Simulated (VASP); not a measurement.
W:

```
W
1.0
     0.00000    2.77607    2.77607
     2.77607    0.00000    2.77607
     2.77607    2.77607    0.00000
W
2
Direct
  0.12500 0.12500 0.12500
  0.87500 0.87500 0.87500
```

```yaml
Program: VASP 6.6.1
Task: relaxation of cell and atoms
Functional: BLYP
Potentials_or_basis: VASP PAW PBE potentials, release 64 (W_sv)
Cutoff: 600 eV
k_mesh: 10 × 10 × 10
Occupations: fermi-dirac, width 0.1 eV
Spin: no spin polarisation
```

At the start: pressure 31.8 GPa; volume 21.39 Å³/atom.

Problem. Where does the relaxation end?

Solution. Over 5 steps the energy falls by 393.4 meV/atom and the volume is 26.05 Å³/atom (+21.8 %); space group Fd-3m (No. 227, to 0.05 Å).

Step by step:
```
step  energy change (eV)  largest force (eV/Å)  pressure (GPa)  volume (Å³)
   1              0.0000                0.0000           31.82        42.79
   2              1.0404                0.0000          -18.78        74.86
   3             -0.7794                0.0000           -2.16        53.18
   4             -0.7865                0.0000           -0.44        52.31
   5             -0.7867                0.0000            0.00        52.10
```

Final structure:
```
W
1.0
     0.00000    2.96445    2.96445
     2.96445    0.00000    2.96445
     2.96445    2.96445    0.00000
W
2
Direct
  0.12500 0.12500 0.12500
  0.87500 0.87500 0.87500
```

Caveat: the volume moved by over 15 % at a fixed basis, so the end points are rough; the PAW data sets were made with another functional, which shifts forces and pressure a little.
